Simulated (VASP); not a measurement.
# LiNiP (P4/nmm) in VASP: a series of runs

Runs on LiNiP. Level: LDA. Tasks: single point.

Everything below comes from runs of VASP 6.6.1. Logs are shortened: lines on timing, memory, paths and dates and some standing lists are left out, and cuts for length are marked.

## 1. The cell of the first run

Symmetry: P4/nmm, No. 129, tetragonal system. Conventional cell: a = 3.737 Å, b = 3.737 Å, c = 5.800 Å, α = 90.00°, β = 90.00°, γ = 90.00°. Li (site symmetry 4mm) has 6 P at 2.57 to 3.23 Å and 4 Ni at 2.70 Å and 4 Li at 3.25 Å within 3.4 Å. Within 3.0 Å of Ni (site symmetry -4m2) lie 4 P at 2.26 Å and 4 Ni at 2.64 Å and 4 Li at 2.70 Å. Within 3.0 Å of P (site symmetry 4mm) lie 4 Ni at 2.26 Å and 5 Li at 2.57 to 2.73 Å.

## 2. Single point, LDA, collinear spin, ferromagnetic start

The input, INCAR:

```
SYSTEM = LiNiP
PREC     = Accurate       ! precision mode
ENCUT    = 520            ! plane-wave cutoff, eV
EDIFF    = 1E-6           ! SCF threshold, eV
ISMEAR   = -1             ! smearing method
SIGMA    = 0.1            ! smearing width, eV
LREAL    = .False.        ! projectors in reciprocal space
LASPH    = .True.         ! aspherical terms in the spheres
NELM     = 150            ! most SCF steps
ALGO     = Normal         ! electronic algorithm
ISIF     = 2              ! what is computed and relaxed
LWAVE    = .False.        ! write WAVECAR
LCHARG   = .False.        ! write CHGCAR
ISPIN    = 2              ! spin polarisation
MAGMOM   = 0 0 2 2 0 0    ! initial moments
LORBIT   = 11             ! projections on sites
LMAXMIX  = 4              ! l up to which the mixer works
NBANDS   = 31             ! bands
```

The input, KPOINTS:

```
regular mesh
0
Gamma
  7 7 5
  0 0 0
```

The input, POSCAR:

```
LiNiP
1.0
    3.7373800000      0.0000000000      0.0000000000
    0.0000000000      3.7373800000      0.0000000000
    0.0000000000      0.0000000000      5.8003670000
Li Ni P
2 2 2
Direct
    0.0000000000      0.5000000000      0.3370430000
    0.5000000000      0.0000000000      0.6629570000
    0.0000000000      0.0000000000      0.0000000000
    0.5000000000      0.5000000000      0.0000000000
    0.0000000000      0.5000000000      0.7804470000
    0.5000000000      0.0000000000      0.2195530000
```

Potentials or basis: VASP PAW LDA potentials, release 64 (Li_sv, Ni, P).

Run with:

```sh
> cat potpaw_LDA.64/Li_sv/POTCAR potpaw_LDA.64/Ni/POTCAR potpaw_LDA.64/P/POTCAR > POTCAR
> mpirun -np 1 vasp_std > vasp.out
```

OUTCAR:

```text
SYSTEM = LiNiP
   PREC = Accurate
   ENCUT = 520
   EDIFF = 1E-6
   ISMEAR = -1
   LREAL = .False.
   LASPH = .True.
   NELM = 150
   ISIF = 2
   ISPIN = 2
   LORBIT = 11

 ion  position               nearest neighbor table
   1  0.000  0.500  0.337-   5 2.57   4 2.70   3 2.70   3 2.70   4 2.70   6 2.73   6 2.73   6 2.73
                             6 2.73
   2  0.500  0.000  0.663-   6 2.57   4 2.70   3 2.70   4 2.70   3 2.70   5 2.73   5 2.73   5 2.73
                             5 2.73
   3  0.000  0.000  0.000-   5 2.26   6 2.26   5 2.26   6 2.26   4 2.64   4 2.64   4 2.64   4 2.64
                             2 2.70   1 2.70   2 2.70   1 2.70
   4  0.500  0.500  0.000-   5 2.26   6 2.26   6 2.26   5 2.26   3 2.64   3 2.64   3 2.64   3 2.64
                             1 2.70   2 2.70   2 2.70   1 2.70
   5  0.000  0.500  0.780-   3 2.26   4 2.26   3 2.26   4 2.26   1 2.57   2 2.73   2 2.73   2 2.73
                             2 2.73
   6  0.500  0.000  0.220-   3 2.26   4 2.26   4 2.26   3 2.26   2 2.57   1 2.73   1 2.73   1 2.73
                             1 2.73

  LATTYP: Found a simple tetragonal cell.
 ALAT       =     3.7373800000
 C/A-ratio  =     1.5519874886

  Lattice vectors:

 A1 = (   3.7373800000,   0.0000000000,   0.0000000000)
 A2 = (   0.0000000000,   3.7373800000,   0.0000000000)
 A3 = (   0.0000000000,   0.0000000000,   5.8003670000)

Analysis of symmetry for initial positions (statically):
=====================================================================
 Subroutine PRICEL returns:
 Original cell was already a primitive cell.

 Routine SETGRP: Setting up the symmetry group for a
 simple tetragonal supercell.

 Subroutine GETGRP returns: Found 16 space group operations
 (whereof  8 operations were pure point group operations)
 out of a pool of 16 trial point group operations.

The static configuration has the point symmetry D_2d.
 The point group associated with its full space group is D_4h.

Analysis of symmetry for dynamics (positions and initial velocities):
=====================================================================
 Subroutine PRICEL returns:
 Original cell was already a primitive cell.

 Routine SETGRP: Setting up the symmetry group for a
 simple tetragonal supercell.

 Subroutine GETGRP returns: Found 16 space group operations
 (whereof  8 operations were pure point group operations)
 out of a pool of 16 trial point group operations.

The dynamic configuration has the point symmetry D_2d.
 The point group associated with its full space group is D_4h.

Analysis of structural, dynamic, and magnetic symmetry:
=====================================================================
 Subroutine PRICEL returns:
 Original cell was already a primitive cell.

 Routine SETGRP: Setting up the symmetry group for a
 simple tetragonal supercell.

 Subroutine GETGRP returns: Found 16 space group operations
 (whereof  8 operations were pure point group operations)
 out of a pool of 16 trial point group operations.

The overall configuration has the point symmetry D_2d.
 The point group associated with its full space group is D_4h.

 Subroutine INISYM returns: Found 16 space group operations
 (whereof  8 operations are pure point group operations),
 and found     1 'primitive' translations

----------------------------------------------------------------------------------------

                                     Primitive cell

  volume of cell :      81.0196

  direct lattice vectors                    reciprocal lattice vectors
     3.737380000  0.000000000  0.000000000     0.267567119  0.000000000  0.000000000
     0.000000000  3.737380000  0.000000000     0.000000000  0.267567119  0.000000000
     0.000000000  0.000000000  5.800367000     0.000000000  0.000000000  0.172402884

  length of vectors
     3.737380000  3.737380000  5.800367000     0.267567119  0.267567119  0.172402884

  position of ions in fractional coordinates (direct lattice)
     0.000000000  0.500000000  0.337043000
     0.500000000  0.000000000  0.662957000
     0.000000000  0.000000000  0.000000000
     0.500000000  0.500000000  0.000000000
     0.000000000  0.500000000  0.780447000
     0.500000000  0.000000000  0.219553000

  ion indices of the primitive-cell ions
[... 62 lines left out ...]
   number of dos      NEDOS =    301   number of ions     NIONS =      6
   total plane-waves  NPLWV =  37632
   dimension x,y,z NGX =    28 NGY =   28 NGZ =   48
   dimension x,y,z NGXF=    56 NGYF=   56 NGZF=   96
   ions per type =               2   2   2
   NGX,Y,Z   is equivalent  to a cutoff of  12.45, 12.45, 13.76 a.u.
   NGXF,Y,Z  is equivalent  to a cutoff of  24.91, 24.91, 27.51 a.u.
 SYSTEM =  LiNiP
   PREC   = accura    normal or accurate (medium, high low for compatibility)
   ISTART =      0    job   : 0-new  1-cont  2-samecut
   ICHARG =      2    charge: 1-file 2-atom 10-const
   ISPIN  =      2    spin polarized calculation?
   LNONCOLLINEAR =      F non collinear calculations
   LSORBIT =      F    spin-orbit coupling
   LASPH  =      T    aspherical Exc in radial PAW
   ENCUT  =  520.0 eV  38.22 Ry    6.18 a.u.   6.95  6.95 10.78*2*pi/ulx,y,z
   NELM   =    150;   NELMIN=  2; NELMDL= -5     # of ELM steps
   EDIFF  = 0.1E-05   stopping-criterion for ELM
   LREAL  =      F    real-space projection
   EDIFFG = 0.1E-04   stopping-criterion for IOM
   NSW    =      0    number of steps for IOM
   IBRION =     -1    ionic relax: 0-MD 1-quasi-New 2-CG
   NFREE  =      0    steps in history (QN), initial steepest desc. (CG)
   ISIF   =      2    stress and relaxation
   ISYM   =      2    0-nonsym 1-usesym 2-fastsym
   POTIM  = 0.5000    time-step for ionic-motion
   TEBEG  =    0.0;   TEEND  =   0.0 temperature during run
   PSTRESS=    0.0 pullay stress
   NELECT =      36.0000    total number of electrons
   NUPDOWN=      -1.0000    fix difference up-down
   EMIN   =  10.00;   EMAX   =-10.00  energy-range for DOS
   EFERMI =   0.00;   METHOD = LEGACY
   ISMEAR =    -1;   SIGMA  =   0.10  broadening in eV -4-tet -1-fermi 0-gaus
   EFERMI_NEDOS =   21; number of points for ismear=-14 and -15
   IALGO  =     38    algorithm
   IMIX   =      4    mixing-type and parameters
     AMIX     =   0.40;   BMIX     =  1.00
     AMIX_MAG =   1.60;   BMIX_MAG =  1.00
  volume/ion in A,a.u.               =      13.50        91.12
  Fermi-wavevector in a.u.,A,eV,Ry     =   1.249239  2.360720 21.233239  1.560599
  Thomas-Fermi vector in A             =   2.383289
   LORBIT       =     11    0 simple, 1 ext, 2 COOP (PROOUT), +10 PAW based schemes
   GGA     = CA    functional components
   LHFCALC =     F    Hartree Fock is set to
   AEXX    =    0.0000 exact exchange contribution
   IVDW    =     0    specifies the selected vdW correction
   LEPSILON=     F    determine dielectric tensor
   LRPA    =     F    only Hartree local field effects (RPA)
 spin polarized calculation
  energy-cutoff  :      520.00
  volume of cell :       81.02
 maximum number of plane-waves:      2198
 NGX is ok and might be reduce to    28
   NGX = 13   NGY = 13   NGZ = 21

 number of electron      35.9999965 magnetization      -0.0020218

 number of electron      35.9999965 magnetization       0.0014252

 Free energy of the ion-electron system (eV)
  ---------------------------------------------------
  ext. energy  EPLUGINS =         0.00000000
  ---------------------------------------------------
  free energy    TOTEN  =       -33.34766224 eV

  energy without entropy =      -33.20764861  energy(sigma->0) =      -33.27765542

 E-fermi :   6.1294     XC(G=0): -10.6429

 val. band max:        6.1101864711   @ k =   0.2857   0.0000   0.0000
 cond. band min:       6.1410496747   @ k =   0.2857   0.2857   0.0000
 fundamental gap:      0.0308632036
 Fermi energy:         6.1294111647

 spin component 1

 k-point     1 :       0.0000    0.0000    0.0000
  band No.  band energies     occupation
      1     -38.7540      1.00000
      2     -38.7464      1.00000
      3      -6.2958      1.00000
      4      -4.2955      1.00000
      5       0.4429      1.00000
      6       1.4940      1.00000
[... 781 lines left out ...]
     29      16.4463      0.00000
     30      16.6320      0.00000

 [... further k-points ...]

 spin component 2

 k-point     1 :       0.0000    0.0000    0.0000
  band No.  band energies     occupation
      1     -38.7540      1.00000
      2     -38.7465      1.00000
      3      -6.2957      1.00000
      4      -4.2955      1.00000
      5       0.4430      1.00000
      6       1.4943      1.00000
[... 781 lines left out ...]
     29      16.4463      0.00000
     30      16.6320      0.00000

 [... further k-points ...]

 [bands above 30 left out]

------------------------ aborting loop because EDIFF is reached ----------------------------------------

  FORCE on cell =-STRESS in cart. coord.  units (eV):
  Direction    XX          YY          ZZ          XY          YZ          ZX
  --------------------------------------------------------------------------------------
  -------------------------------------------------------------------------------------
  Total       -3.6418862     -3.6418862     -2.6985432      0.0000000      0.0000000     -0.0000000
  in kB      -72.0189804    -72.0189804    -53.3641957      0.0000000      0.0000000     -0.0000000
  external PRESSURE =     -65.8007188 kB  Pullay stress =       0.0000000 kB

 VOLUME and BASIS-vectors are now :
 -----------------------------------------------------------------------------
  energy-cutoff  :      520.00
  volume of cell :       81.02
      direct lattice vectors                 reciprocal lattice vectors
     3.737380000  0.000000000  0.000000000     0.267567119  0.000000000  0.000000000
     0.000000000  3.737380000  0.000000000     0.000000000  0.267567119  0.000000000
     0.000000000  0.000000000  5.800367000     0.000000000  0.000000000  0.172402884

 POSITION                                       TOTAL-FORCE (eV/Angst)
 -----------------------------------------------------------------------------------
      0.00000      1.86869      1.95497        -0.000000     -0.000000     -0.076673
      1.86869      0.00000      3.84539         0.000000     -0.000000      0.076673
      0.00000      0.00000      0.00000         0.000000      0.000000      0.000000
      1.86869      1.86869      0.00000        -0.000000     -0.000000      0.000000
      0.00000      1.86869      4.52688         0.000000      0.000000      0.519958
      1.86869      0.00000      1.27349         0.000000     -0.000000     -0.519958
 -----------------------------------------------------------------------------------
    total drift:                                0.000000      0.000000      0.000000

  FREE ENERGIE OF THE ION-ELECTRON SYSTEM (eV)
  ---------------------------------------------------
  free  energy   TOTEN  =       -33.3476622375 eV

  energy  without entropy=      -33.2076486104  energy(sigma->0) =      -33.27765542

 total charge

# of ion       s       p       d       tot
------------------------------------------
    1        2.018   0.073   0.000   2.090
    2        2.018   0.073   0.000   2.090
    3        0.489   0.593   8.451   9.533
    4        0.489   0.593   8.451   9.533
    5        1.031   1.447   0.000   2.478
    6        1.031   1.447   0.000   2.478
--------------------------------------------------
tot          7.076   4.225  16.901  28.202

 magnetization (x)

# of ion       s       p       d       tot
------------------------------------------
    1       -0.000  -0.000   0.000  -0.000
    2       -0.000  -0.000   0.000  -0.000
    3        0.000   0.000   0.000   0.000
    4        0.000   0.000   0.000   0.000
    5        0.000   0.000   0.000   0.000
    6        0.000   0.000   0.000   0.000
--------------------------------------------------
tot          0.000   0.000   0.001   0.001
```

It took 56 s on 1 thread of Intel Xeon 6975P-C (Granite Rapids), shared host; peak memory 0.24 GiB.

Results:

```yaml
Free_energy: -33.3477 eV
Largest_force: 0.520 eV/Å
Band_gap_on_the_k_mesh: zero (filled and empty bands overlap)
Net_moment: 0.00 μB per cell
Valence_electrons_inside_the_program's_atomic_spheres: Li 2.09; Ni 9.53; P 2.48
```

Forces in eV/Å, atoms in the order of the input:
```
Li   0.000  0.000 -0.077
Li   0.000  0.000  0.077
Ni   0.000  0.000  0.000
Ni   0.000  0.000  0.000
P    0.000  0.000  0.520
P    0.000  0.000 -0.520
```

Levels at points of the mesh, in eV from the Fermi level:
Spin up:
```csv
k point,band 14,band 15,band 16,band 17,band 18,band 19,band 20,band 21,band 22,band 23
"(0.00, 0.00, 0.00)",-1.50,-1.25,-1.25,-0.85,1.55,2.13,2.13,3.80,3.81,4.00
```
Spin down:
```
           k point  band 14  band 15  band 16  band 17  band 18  band 19  band 20  band 21  band 22  band 23
(0.00, 0.00, 0.00)    -1.50    -1.25    -1.25    -0.85     1.55     2.13     2.13     3.80     3.81     4.00
```

Caveat: the cutoff is under 1.25 times the usual one of these potentials, so pressure, stress and relaxed cells hold a basis-set (Pulay) error.

(Continued in part 2 of 2.)
